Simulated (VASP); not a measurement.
# InSb (P4/mmm) in VASP: a series of runs, part 2 of 2

VASP 6.6.1.

## (5) Single point, LDA (25.11 Å³/atom)

This run uses another cell than the first one, of 25.11 Å³/atom.

The input, INCAR:

```
ALGO = Normal
EDIFF = 1E-7
ENCUT = 520
GGA = CA
ISIF = 2
ISMEAR = 0
LASPH = T
LCHARG = T
LELF = T
LREAL = F
LVHAR = T
LWAVE = F
NBANDS = 16
NELM = 80
PREC = Accurate
SIGMA = 0.15
```

The input, KPOINTS:

```
k-points
0
Gamma
  16 16 8
```

The input, POSCAR:

```
InSb
1.0
    3.0458346826      0.0000000000      0.0000000000
    0.0000000000      3.0458346826      0.0000000000
    0.0000000000      0.0000000000      5.4139711484
In Sb
1 1
Direct
    0.0000000000      0.0000000000      0.0000000000
    0.0000000000      0.0000000000      0.5000000000
```

Run with:

```sh
cat potpaw_LDA.64/In_d/POTCAR potpaw_LDA.64/Sb/POTCAR > POTCAR
mpirun -np 1 vasp_std > vasp.out
```

Run time: 62 s. Hardware: 1 thread of Intel Xeon Platinum 8375C at 2.90GHz (Ice Lake), shared host; peak memory 0.29 GiB.

Results (log left out):

```yaml
Free_energy: -7.6257 eV
Pressure: 7.6 GPa
Band_gap_on_the_k_mesh: zero (bands 9 and 10 overlap by 5.56 eV)
```

Stress tensor (GPa, compression positive):
```
 0.37  0.00  0.00
 0.00  0.37  0.00
 0.00  0.00 22.05
```

Levels at points of the mesh, in eV from the Fermi level:
```
           k point  band 7  band 8  band 9  band 10  band 11  band 12
(0.00, 0.00, 0.00)   -6.33   -5.50    3.54     3.54     7.28     8.31
(0.50, 0.00, 0.00)   -5.85   -3.31   -2.72    -1.22     3.02     5.74
(0.50, 0.50, 0.00)   -3.64   -3.64   -1.23     1.31     1.31     1.45
(0.00, 0.00, 0.50)   -9.16    0.82    1.51     4.06     4.06     7.37
(0.50, 0.00, 0.50)   -5.90   -5.20   -2.94     3.63     4.38     6.25
(0.50, 0.50, 0.50)   -3.08   -3.08   -2.75    -0.25    -0.25     2.66
```

Caveat: the cell stands under pressure; spin-orbit coupling is left out, which moves the levels of the heavy elements.

## (6) Single point, LDA (25.11 Å³/atom)

This run uses another cell than the first one, of 25.11 Å³/atom.

The input, INCAR:

```
SYSTEM = InSb
PREC = Accurate ; ENCUT = 520
EDIFF = 1E-6 ; ISMEAR = 0
SIGMA = 0.15 ; LREAL = .False.
LASPH = .True. ; NELM = 100
ALGO = Normal ; ISIF = 2
LWAVE = .False. ; LCHARG = .False.
NBANDS = 16
```

The input, KPOINTS:

```
regular mesh
0
Gamma
  16 16 8
  0 0 0
```

The input, POSCAR:

```
InSb
1.0
    2.9852144428      0.0000000000      0.0000000000
    0.0000000000      2.9852144428      0.0000000000
    0.0000000000      0.0000000000      5.6360848680
In Sb
1 1
Direct
    0.0000000000      0.0000000000      0.0000000000
    0.0000000000      0.0000000000      0.5000000000
```

Potentials or basis: VASP PAW LDA potentials, release 64 (In_d, Sb).

Run with:

```sh
cat potpaw_LDA.64/In_d/POTCAR potpaw_LDA.64/Sb/POTCAR > POTCAR
mpirun -np 1 vasp_std > vasp.out
```

OUTCAR:

```text
SYSTEM = InSb
   PREC = Accurate
   ENCUT = 520
   EDIFF = 1E-6
   ISMEAR = 0
   LREAL = .False.
   LASPH = .True.
   NELM = 100
   ISIF = 2

 ion  position               nearest neighbor table
   1  0.000  0.000  0.000-   2 2.82   2 2.82
   2  0.000  0.000  0.500-   1 2.82   1 2.82

  LATTYP: Found a simple tetragonal cell.
 ALAT       =     2.9852144428
 C/A-ratio  =     1.8880000000

  Lattice vectors:

 A1 = (   2.9852144428,   0.0000000000,   0.0000000000)
[... 643 lines left out ...]
------------------------ aborting loop because EDIFF is reached ----------------------------------------

  FORCE on cell =-STRESS in cart. coord.  units (eV):
  Direction    XX          YY          ZZ          XY          YZ          ZX
  --------------------------------------------------------------------------------------
  -------------------------------------------------------------------------------------
  Total        0.8715229      0.8715229      4.0374536      0.0000000      0.0000000      0.0000000
  in kB       27.8010233     27.8010233    128.7921914      0.0000000      0.0000000      0.0000000
  external PRESSURE =      61.4647460 kB  Pullay stress =       0.0000000 kB

 VOLUME and BASIS-vectors are now :
 -----------------------------------------------------------------------------
  energy-cutoff  :      520.00
  volume of cell :       50.23
      direct lattice vectors                 reciprocal lattice vectors
     2.985214443  0.000000000  0.000000000     0.334984310  0.000000000  0.000000000
     0.000000000  2.985214443  0.000000000     0.000000000  0.334984310  0.000000000
     0.000000000  0.000000000  5.636084868     0.000000000  0.000000000  0.177428130

 POSITION                                       TOTAL-FORCE (eV/Angst)
 -----------------------------------------------------------------------------------
      0.00000      0.00000      0.00000         0.000000      0.000000      0.000000
      0.00000      0.00000      2.81804         0.000000      0.000000      0.000000
 -----------------------------------------------------------------------------------
    total drift:                                0.000000     -0.000000     -0.000000

  FREE ENERGIE OF THE ION-ELECTRON SYSTEM (eV)
  ---------------------------------------------------
  free  energy   TOTEN  =        -7.8252869886 eV

  energy  without entropy=       -7.8140243577  energy(sigma->0) =       -7.81965567
```

stdout:

```text
POSCAR found type information on POSCAR InSb
 POSCAR found :  2 types and       2 ions
 scaLAPACK will be used
 LDA part: xc-table for (Slater(with rela. corr.)+CA(PZ))
 , standard interpolation
 POSCAR, INCAR and KPOINTS ok, starting setup
 FFT: planning ... GRIDC
 FFT: planning ... GRID_SOFT
 FFT: planning ... GRID
 WAVECAR not read
 entering main loop
```

Run time: 57 s. Hardware: 1 thread of Intel Xeon Platinum 8375C at 2.90GHz (Ice Lake), shared host; peak memory 0.3 GiB.

What came out:

```yaml
Free_energy: -7.8253 eV
Pressure: 6.1 GPa
Band_gap_on_the_k_mesh: zero (bands 9 and 10 overlap by 5.94 eV)
```

Levels at points of the mesh, in eV from the Fermi level:
```csv
k point,band 5,band 6,band 7,band 8,band 9,band 10,band 11,band 12,band 13,band 14
"(0.00, 0.00, 0.00)",-14.30,-12.58,-6.88,-5.52,4.10,4.10,7.15,7.61,8.76,9.57
"(0.50, 0.00, 0.00)",-14.42,-9.53,-5.93,-3.06,-2.97,-1.64,2.83,6.55,10.12,10.87
"(0.50, 0.50, 0.00)",-14.06,-6.30,-3.56,-3.56,-0.72,1.11,1.11,1.52,2.28,5.87
"(0.00, 0.00, 0.50)",-14.30,-12.39,-9.14,-0.11,0.73,4.48,4.48,7.66,8.15,8.15
"(0.50, 0.00, 0.50)",-14.43,-9.50,-5.57,-5.45,-2.98,2.89,3.82,6.39,6.92,7.36
"(0.50, 0.50, 0.50)",-14.06,-6.35,-3.15,-3.15,-2.11,-0.08,-0.08,2.63,4.49,6.56
```

Caveat: the cell stands under pressure; spin-orbit coupling is left out, which moves the levels of the heavy elements.

## (7) Overview

| cell | gap on the mesh (eV) | pressure (GPa) |
| --- | --- | --- |
| a = 2.896, b = 2.896, c = 5.468 Å, 2 atoms | none | 15.6 |
| a = 2.926, b = 2.926, c = 5.867 Å, 2 atoms | none | 5.9 |
| a = 2.811, b = 2.811, c = 6.358 Å, 2 atoms | none | 8.3 |
| a = 3.046, b = 3.046, c = 5.414 Å, 2 atoms | none | 7.6 |
| a = 2.985, b = 2.985, c = 5.636 Å, 2 atoms | none | 6.1 |

Alike in all rows: task single point; level LDA; potentials or basis VASP PAW LDA potentials, release 64 (In_d, Sb); no spin polarisation; k mesh 16 × 16 × 8; cutoff (eV) 520; smearing gaussian 0.15 eV.

Caveats: the cell stands under pressure; spin-orbit coupling is left out, which moves the levels of the heavy elements.

Absolute energies hang on the potentials; compare differences alone.
